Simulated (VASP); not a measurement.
# Al (Fm-3m) in VASP: a series of runs

Al is run at these levels: r2SCAN; tasks: single point.

Program: VASP 6.6.1. These are calculated values, not measurements. Logs are shortened: lines on timing, memory, paths and dates and some standing lists are left out, and cuts for length are marked.

### 1 The cell of the first run

Symmetry: Fm-3m, No. 225, cubic system. The conventional cell has a = 3.952 Å, b = 3.952 Å, c = 3.952 Å, α = 90.00°, β = 90.00°, γ = 90.00°. Within 3.7 Å of Al (site symmetry m-3m) lie 12 Al at 2.79 Å.

### 2 Single point, r2SCAN (volume scaled by 0.97)

Contents of POSCAR:

```
Al
1.0
    0.0000000000      1.9758400384      1.9758400384
    1.9758400384      0.0000000000      1.9758400384
    1.9758400384      1.9758400384      0.0000000000
Al
1
Direct
    0.0000000000      0.0000000000      0.0000000000
```

Contents of INCAR.step1:

```
SYSTEM = Al
ALGO     = Normal         ! electronic algorithm
EDIFF    = 1E-4           ! SCF threshold, eV
ENCUT    = 520            ! plane-wave cutoff, eV
GGA      = PE             ! functional
ISMEAR   = 0              ! smearing method
LASPH    = .TRUE.         ! aspherical terms in the spheres
LCHARG   = .FALSE.        ! write CHGCAR
LREAL    = .FALSE.        ! projectors in reciprocal space
LWAVE    = .TRUE.         ! write WAVECAR
NBANDS   = 8              ! bands
NELM     = 80             ! most SCF steps
PREC     = Accurate       ! precision mode
SIGMA    = 0.1            ! smearing width, eV
```

Contents of INCAR.step2:

```
SYSTEM = Al
ALGO     = Normal         ! electronic algorithm
EDIFF    = 1E-6           ! SCF threshold, eV
ENCUT    = 520            ! plane-wave cutoff, eV
ISIF     = 2              ! what is computed and relaxed
ISMEAR   = 0              ! smearing method
ISTART   = 1            
LASPH    = .TRUE.         ! aspherical terms in the spheres
LCHARG   = .FALSE.        ! write CHGCAR
LMIXTAU  = .TRUE.       
LREAL    = .FALSE.        ! projectors in reciprocal space
LWAVE    = .FALSE.        ! write WAVECAR
METAGGA  = R2SCAN         ! meta-GGA
NBANDS   = 8              ! bands
NELM     = 80             ! most SCF steps
PREC     = Accurate       ! precision mode
SIGMA    = 0.1            ! smearing width, eV
```

Contents of KPOINTS:

```
k-points
0
G
  18 18 18
  0 0 0
```

Potentials or basis: VASP PAW PBE potentials, release 64 (Al).

The run is started by

```console
$ cat potpaw_PBE.64/Al/POTCAR > POTCAR
$ cp INCAR.step1 INCAR
$ mpirun -np 1 vasp_std > vasp.out
$ cp INCAR.step2 INCAR
$ mpirun -np 1 vasp_std > vasp.out
```

OUTCAR:

```text
SYSTEM = Al
   EDIFF = 1E-6
   ENCUT = 520
   ISIF = 2
   ISMEAR = 0
   ISTART = 1
   LASPH = .TRUE.
   LREAL = .FALSE.
   METAGGA = R2SCAN
   NELM = 80
   PREC = Accurate

 ion  position               nearest neighbor table
   1  0.000  0.000  0.000-

  LATTYP: Found a face centered cubic cell.
 ALAT       =     3.9516800768

  Lattice vectors:

 A1 = (   0.0000000000,   1.9758400384,   1.9758400384)
 A2 = (   1.9758400384,   0.0000000000,   1.9758400384)
 A3 = (   1.9758400384,   1.9758400384,   0.0000000000)

Analysis of symmetry for initial positions (statically):
=====================================================================
 Subroutine PRICEL returns:
 Original cell was already a primitive cell.

 Routine SETGRP: Setting up the symmetry group for a
 face centered cubic supercell.

 Subroutine GETGRP returns: Found 48 space group operations
 (whereof 48 operations were pure point group operations)
 out of a pool of 48 trial point group operations.

The static configuration has the point symmetry O_h .

Analysis of symmetry for dynamics (positions and initial velocities):
=====================================================================
 Subroutine PRICEL returns:
 Original cell was already a primitive cell.

 Routine SETGRP: Setting up the symmetry group for a
 face centered cubic supercell.

 Subroutine GETGRP returns: Found 48 space group operations
 (whereof 48 operations were pure point group operations)
 out of a pool of 48 trial point group operations.

The dynamic configuration has the point symmetry O_h .

 Subroutine INISYM returns: Found 48 space group operations
 (whereof 48 operations are pure point group operations),
 and found     1 'primitive' translations

----------------------------------------------------------------------------------------

                                     Primitive cell

  volume of cell :      15.4271

  direct lattice vectors                    reciprocal lattice vectors
     0.000000000  1.975840038  1.975840038    -0.253056923  0.253056923  0.253056923
     1.975840038  0.000000000  1.975840038     0.253056923 -0.253056923  0.253056923
     1.975840038  1.975840038  0.000000000     0.253056923  0.253056923 -0.253056923

  length of vectors
     2.794259779  2.794259779  2.794259779     0.438307447  0.438307447  0.438307447

  position of ions in fractional coordinates (direct lattice)
     0.000000000  0.000000000  0.000000000

  ion indices of the primitive-cell ions
   primitive index   ion index
                 1           1

----------------------------------------------------------------------------------------

 KPOINTS: k-points

Automatic generation of k-mesh.
 Grid dimensions read from file:
 generate k-points for:   18   18   18

 Generating k-lattice:

  Cartesian coordinates                     Fractional coordinates (reciprocal lattice)
    -0.014058718  0.014058718  0.014058718     0.055555556  0.000000000  0.000000000
     0.014058718 -0.014058718  0.014058718     0.000000000  0.055555556  0.000000000
     0.014058718  0.014058718 -0.014058718     0.000000000  0.000000000  0.055555556

  Length of vectors
     0.024350414  0.024350414  0.024350414

  Shift w.r.t. Gamma in fractional coordinates (k-lattice)
     0.000000000  0.000000000  0.000000000

 Subroutine IBZKPT returns following result:
 ===========================================

 Found    195 irreducible k-points:

 Following reciprocal coordinates:
            Coordinates               Weight
  0.000000  0.000000  0.000000      1.000000
  0.055556  0.000000  0.000000      8.000000
  0.111111  0.000000  0.000000      8.000000
  0.166667  0.000000  0.000000      8.000000
  0.222222  0.000000  0.000000      8.000000
  0.277778  0.000000  0.000000      8.000000
[... 16 lines left out ...]
 -0.277778  0.055556  0.000000     24.000000
 -0.222222  0.055556  0.000000     24.000000
 [... further k-points ...]
   k-points           NKPTS =    195   k-points in BZ     NKDIM =    195   number of bands    NBANDS=      8
   number of dos      NEDOS =    301   number of ions     NIONS =      1
   total plane-waves  NPLWV =  13824
   dimension x,y,z NGX =    24 NGY =   24 NGZ =   24
   dimension x,y,z NGXF=    48 NGYF=   48 NGZF=   48
   ions per type =               1
   NGX,Y,Z   is equivalent  to a cutoff of  14.28, 14.28, 14.28 a.u.
   NGXF,Y,Z  is equivalent  to a cutoff of  28.56, 28.56, 28.56 a.u.
 SYSTEM =  Al
   PREC   = accura    normal or accurate (medium, high low for compatibility)
   ISTART =      1    job   : 0-new  1-cont  2-samecut
   ICHARG =      0    charge: 1-file 2-atom 10-const
   ISPIN  =      1    spin polarized calculation?
   LNONCOLLINEAR =      F non collinear calculations
   LSORBIT =      F    spin-orbit coupling
   LASPH  =      T    aspherical Exc in radial PAW
   ENCUT  =  520.0 eV  38.22 Ry    6.18 a.u.   5.20  5.20  5.20*2*pi/ulx,y,z
   NELM   =     80;   NELMIN=  2; NELMDL=  0     # of ELM steps
   EDIFF  = 0.1E-05   stopping-criterion for ELM
   LREAL  =      F    real-space projection
   EDIFFG = 0.1E-04   stopping-criterion for IOM
   NSW    =      0    number of steps for IOM
   IBRION =     -1    ionic relax: 0-MD 1-quasi-New 2-CG
   NFREE  =      0    steps in history (QN), initial steepest desc. (CG)
   ISIF   =      2    stress and relaxation
   ISYM   =      2    0-nonsym 1-usesym 2-fastsym
   POTIM  = 0.5000    time-step for ionic-motion
   TEBEG  =    0.0;   TEEND  =   0.0 temperature during run
   PSTRESS=    0.0 pullay stress
   NELECT =       3.0000    total number of electrons
   NUPDOWN=      -1.0000    fix difference up-down
   EMIN   =  10.00;   EMAX   =-10.00  energy-range for DOS
   EFERMI =   0.00;   METHOD = LEGACY
   ISMEAR =     0;   SIGMA  =   0.10  broadening in eV -4-tet -1-fermi 0-gaus
   EFERMI_NEDOS =   21; number of points for ismear=-14 and -15
   IALGO  =     38    algorithm
   IMIX   =      4    mixing-type and parameters
     AMIX     =   0.40;   BMIX     =  1.00
     AMIX_MAG =   1.60;   BMIX_MAG =  1.00
  volume/ion in A,a.u.               =      15.43       104.11
  Fermi-wavevector in a.u.,A,eV,Ry     =   0.948462  1.792334 12.239542  0.899581
  Thomas-Fermi vector in A             =   2.076653
   LORBIT       =      0    0 simple, 1 ext, 2 COOP (PROOUT), +10 PAW based schemes
   METAGGA = R2SCAN    functional components
   LHFCALC =     F    Hartree Fock is set to
   AEXX    =    0.0000 exact exchange contribution
   IVDW    =     0    specifies the selected vdW correction
   LEPSILON=     F    determine dielectric tensor
   LRPA    =     F    only Hartree local field effects (RPA)
 non-spin polarized calculation
 Gauss-broadening in eV      SIGMA  =   0.10
  energy-cutoff  :      520.00
  volume of cell :       15.43
 maximum number of plane-waves:       432
 NGX is ok and might be reduce to    24
   NGX = 11   NGY = 11   NGZ = 11

 number of electron       3.0000000 magnetization

 Free energy of the ion-electron system (eV)
  ---------------------------------------------------
  ext. energy  EPLUGINS =         0.00000000
  ---------------------------------------------------
  free energy    TOTEN  =        -6.73372793 eV

  energy without entropy =       -6.73143428  energy(sigma->0) =       -6.73258110

 E-fermi :   8.7394     XC(G=0): -11.1577

 val. band max:        8.7096872364   @ k =   0.5000   0.4444   0.0556
 cond. band min:       8.7740596610   @ k =  -0.3333   0.4444   0.1111
 fundamental gap:      0.0643724246
 Fermi energy:         8.7393760477

 k-point     1 :       0.0000    0.0000    0.0000
  band No.  band energies     occupation
      1      -3.5879      2.00000
      2      22.4436      0.00000
      3      22.4436      0.00000
      4      22.4436      0.00000
      5      24.9051      0.00000
      6      24.9051      0.00000
      7      24.9051      0.00000
      8      26.5924      0.00000

 k-point     2 :       0.0556    0.0000    0.0000
  band No.  band energies     occupation
      1      -3.4948      2.00000
      2      20.9223      0.00000
      3      22.2070      0.00000
      4      22.2070      0.00000
      5      25.2919      0.00000
      6      25.2919      0.00000
      7      25.3040      0.00000
      8      27.6449      0.00000

 k-point     3 :       0.1111    0.0000    0.0000
  band No.  band energies     occupation
      1      -3.2158      2.00000
      2      18.5111      0.00000
      3      21.7472      0.00000
      4      21.7472      0.00000
      5      25.2370      0.00000
      6      26.1857      0.00000
      7      26.1857      0.00000
      8      28.4135      0.00000

 k-point     4 :       0.1667    0.0000    0.0000
  band No.  band energies     occupation
      1      -2.7521      2.00000
      2      16.0574      0.00000
      3      21.3102      0.00000
      4      21.3102      0.00000
      5      25.0012      0.00000
      6      26.8116      0.00000
      7      26.8116      0.00000
      8      27.6952      0.00000

 k-point     5 :       0.2222    0.0000    0.0000
  band No.  band energies     occupation
      1      -2.1056      2.00000
      2      13.6810      0.00000
      3      20.9770      0.00000
      4      20.9770      0.00000
      5      24.7762      0.00000
      6      25.7371      0.00000
      7      25.7371      0.00000
      8      28.9230      0.00000
[... 177 lines left out ...]
 k-point    22 :      -0.3333    0.0556    0.0000
  band No.  band energies     occupation
      1       0.1773      2.00000
      2       8.6885      1.52820
      3      18.8712      0.00000
      4      21.8429      0.00000
      5      22.3482      0.00000
      6      23.7322      0.00000
      7      25.4088      0.00000
      8      28.6092      0.00000

 k-point    23 :      -0.2778    0.0556    0.0000
  band No.  band energies     occupation
      1      -0.8830      2.00000
      2      10.7632      0.00000
      3      18.8959      0.00000
      4      22.0356      0.00000
      5      23.1118      0.00000
      6      24.6553      0.00000
      7      25.3950      0.00000
      8      29.4782      0.00000

 k-point    24 :      -0.2222    0.0556    0.0000
  band No.  band energies     occupation
      1      -1.7683      2.00000
      2      12.9726      0.00000
      3      19.0753      0.00000
      4      22.1878      0.00000
      5      24.1935      0.00000
      6      25.3273      0.00000
      7      25.8863      0.00000
      8      28.2720      0.00000

 [... further k-points ...]

------------------------ aborting loop because EDIFF is reached ----------------------------------------

  FORCE on cell =-STRESS in cart. coord.  units (eV):
  Direction    XX          YY          ZZ          XY          YZ          ZX
  --------------------------------------------------------------------------------------
  -------------------------------------------------------------------------------------
  Total        0.2559064      0.2559064      0.2559064      0.0000000      0.0000000      0.0000000
  in kB       26.5770220     26.5770220     26.5770220      0.0000000      0.0000000      0.0000000
  external PRESSURE =      26.5770220 kB  Pullay stress =       0.0000000 kB

 VOLUME and BASIS-vectors are now :
 -----------------------------------------------------------------------------
  energy-cutoff  :      520.00
  volume of cell :       15.43
      direct lattice vectors                 reciprocal lattice vectors
     0.000000000  1.975840038  1.975840038    -0.253056923  0.253056923  0.253056923
     1.975840038  0.000000000  1.975840038     0.253056923 -0.253056923  0.253056923
     1.975840038  1.975840038  0.000000000     0.253056923  0.253056923 -0.253056923

 POSITION                                       TOTAL-FORCE (eV/Angst)
 -----------------------------------------------------------------------------------
      0.00000      0.00000      0.00000        -0.000000      0.000000     -0.000000
 -----------------------------------------------------------------------------------
    total drift:                                0.000000      0.000000      0.000000

  FREE ENERGIE OF THE ION-ELECTRON SYSTEM (eV)
  ---------------------------------------------------
  free  energy   TOTEN  =        -6.7337279271 eV

  energy  without entropy=       -6.7314342758  energy(sigma->0) =       -6.73258110
```

Run time: 26 s. Hardware: 1 thread of Intel Xeon 6975P-C (Granite Rapids), shared host; peak memory 0.14 GiB.

Results:

```yaml
Free_energy: -6.7337 eV
Pressure: 2.7 GPa
```

Caveat: the cell differs from its parent crystal (volume scaled by 0.97); the PAW data sets were made with another functional, which shifts forces and pressure a little.

### 3 Single point, r2SCAN

This run uses another cell than the first one, of 15.90 Å³/atom, 1.031 times its volume.

Contents of POSCAR:

```
Al
1.0
    0.0000000000      1.9960030641      1.9960030641
    1.9960030641      0.0000000000      1.9960030641
    1.9960030641      1.9960030641      0.0000000000
Al
1
Direct
    0.0000000000      0.0000000000      0.0000000000
```

Contents of INCAR.step1:

```
PREC     = Accurate       # precision mode
ENCUT    = 520            # plane-wave cutoff, eV
ISMEAR   = 0              # smearing method
SIGMA    = 0.1            # smearing width, eV
LREAL    = F              # projectors in reciprocal space
LASPH    = T              # aspherical terms in the spheres
NELM     = 100            # most SCF steps
NBANDS   = 8              # bands
GGA      = PE             # functional
ALGO     = Normal         # electronic algorithm
EDIFF    = 1E-4           # SCF threshold, eV
LWAVE    = T              # write WAVECAR
LCHARG   = F              # write CHGCAR
```

Contents of INCAR.step2:

```
PREC     = Accurate       # precision mode
ENCUT    = 520            # plane-wave cutoff, eV
EDIFF    = 1E-6           # SCF threshold, eV
ISMEAR   = 0              # smearing method
SIGMA    = 0.1            # smearing width, eV
LREAL    = F              # projectors in reciprocal space
LASPH    = T              # aspherical terms in the spheres
NELM     = 100            # most SCF steps
ALGO     = Normal         # electronic algorithm
ISIF     = 2              # what is computed and relaxed
LWAVE    = F              # write WAVECAR
LCHARG   = F              # write CHGCAR
METAGGA  = R2SCAN         # meta-GGA
LMIXTAU  = T            
NBANDS   = 8              # bands
ISTART   = 1
```

Contents of KPOINTS:

```
Automatic mesh
0
Gamma
  18 18 18
```

Potentials or basis: VASP PAW PBE potentials, release 64 (Al).

The run is started by

```console
$ cat potpaw_PBE.64/Al/POTCAR > POTCAR
$ cp INCAR.step1 INCAR
$ mpirun -np 1 vasp_std > vasp.out
$ cp INCAR.step2 INCAR
$ mpirun -np 1 vasp_std > vasp.out
```

Run time: 26 s. Hardware: 1 thread of Intel Xeon 6975P-C (Granite Rapids), shared host; peak memory 0.14 GiB.

It converged, with:

```yaml
Free_energy: -6.7370 eV
Pressure: -0.3 GPa
```

Levels at points of the mesh, in eV from the Fermi level:
| k point | band 1 | band 2 | band 3 | band 4 |
| --- | --- | --- | --- | --- |
| (0.00, 0.00, 0.00) | -12.10 | 13.53 | 13.53 | 13.53 |
| (0.50, 0.00, 0.00) | -5.15 | -4.59 | 12.25 | 12.25 |
| (0.50, 0.50, 0.00) | -3.25 | -1.67 | 5.47 | 6.18 |

Caveat: the PAW data sets were made with another functional, which shifts forces and pressure a little.
